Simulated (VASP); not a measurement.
Write the native input for VASP 6.6.1 that does the following.

```
Task                   : relaxation of cell and atoms
Functional             : PBE
Dispersion             : D3(BJ)
Potentials or basis    : VASP PAW PBE potentials, release 64 (K_sv)
Cutoff                 : 600 eV
k mesh                 : 16 × 16 × 16
Occupations            : gaussian, width 0.1 eV
Spin                   : no spin polarisation
Target pressure        : 40 GPa
Dipole correction      : no
Further INCAR settings : ALGO = Normal; EDIFF = 1e-06; IBRION = 2; EDIFFG = -0.008; NSW = 70; ISIF = 3
```

The structure of K lies in POSCAR:

```
K
1.0
    0.0000000000      2.2840596747      2.2840596747
    2.2840596747      0.0000000000      2.2840596747
    2.2840596747      2.2840596747      0.0000000000
K
1
Direct
    0.0000000000      0.0000000000      0.0000000000
```

The input as run:

INCAR

```
PREC = Accurate
ENCUT = 600
EDIFF = 1E-6
ISMEAR = 0
SIGMA = 0.1
LREAL = False
LASPH = True
NELM = 100
ALGO = Normal
ISIF = 3
LWAVE = False
LCHARG = False
GGA = PE
IVDW = 12
IBRION = 2
NSW = 70
EDIFFG = -0.008
PSTRESS = 400.0
```

KPOINTS

```
regular mesh
0
Gamma
  16 16 16
```

Potentials or basis: VASP PAW PBE potentials, release 64 (K_sv).

The run is started by

```bash
$ cat potpaw_PBE.64/K_sv/POTCAR > POTCAR
$ mpirun -np 1 vasp_std > vasp.out
```

Results of the run:

The relaxed volume is 17.97 Å³/atom and the relaxed cell is a = 2.940 Å, b = 2.940 Å, c = 2.940 Å, α = 60.00°, β = 60.00°, γ = 60.00°. The space group after relaxing (to 0.05 Å) is Fm-3m (No. 225), the energy change on relaxing (the enthalpy is what falls) is +1153.8 meV/atom and the ionic steps are 18. The pressure after relaxing is 40.0 GPa. The dispersion energy per atom is -0.469 eV.

Caveat: the cell is relaxed towards a set pressure, so the enthalpy falls and the energy may rise; the volume moved by over 15 % at a fixed basis, so the end points are rough; pairwise dispersion overbinds metals, which lowers pressure and volume.

Run time: 2.9 min on 1 thread of Intel(R) Xeon(R) Platinum 8488C (Sapphire Rapids) (shared host), peak memory 0.2 GiB.
